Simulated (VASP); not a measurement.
Here is a VASP 6.6.1 calculation.

POSCAR

```
Cd
1.0
    0.0000000000      2.1905568582      2.1905568582
    2.1905568582      0.0000000000      2.1905568582
    2.1905568582      2.1905568582      0.0000000000
Cd
1
Direct
    0.0000000000      0.0000000000      0.0000000000
```

The input INCAR.step1:

```
SYSTEM = Cd
ALGO = Normal ; EDIFF = 1E-4
ENCUT = 520 ; GGA = PE
ISMEAR = -1 ; LASPH = .TRUE.
LCHARG = .FALSE. ; LREAL = .FALSE.
LWAVE = .TRUE. ; NBANDS = 12
NELM = 80 ; PREC = Accurate
SIGMA = 0.1
```

File INCAR.step2:

```
SYSTEM = Cd
ALGO = Normal ; EDIFF = 1E-6
ENCUT = 520 ; ISIF = 2
ISMEAR = -1 ; ISTART = 1
LASPH = .TRUE. ; LCHARG = .FALSE.
LMIXTAU = .TRUE. ; LREAL = .FALSE.
LWAVE = .FALSE. ; METAGGA = R2SCAN
NBANDS = 12 ; NELM = 80
PREC = Accurate ; SIGMA = 0.1
```

KPOINTS

```
k-points
0
G
  13 13 13
  0 0 0
```

Potentials or basis: VASP PAW PBE potentials, release 64 (Cd).

Command:

```console
$ cat potpaw_PBE.64/Cd/POTCAR > POTCAR
$ cp INCAR.step1 INCAR
$ mpirun -np 1 vasp_std > vasp.out
$ cp INCAR.step2 INCAR
$ mpirun -np 1 vasp_std > vasp.out
```

Task: Predict the pressure.

Result: 2.2 GPa.

Task: What does it give for the band gap on the k mesh?

Result: Zero (bands 6 and 7 overlap by 2.13 eV).

Caveat: the PAW data sets were made with another functional, which shifts forces and pressure a little.
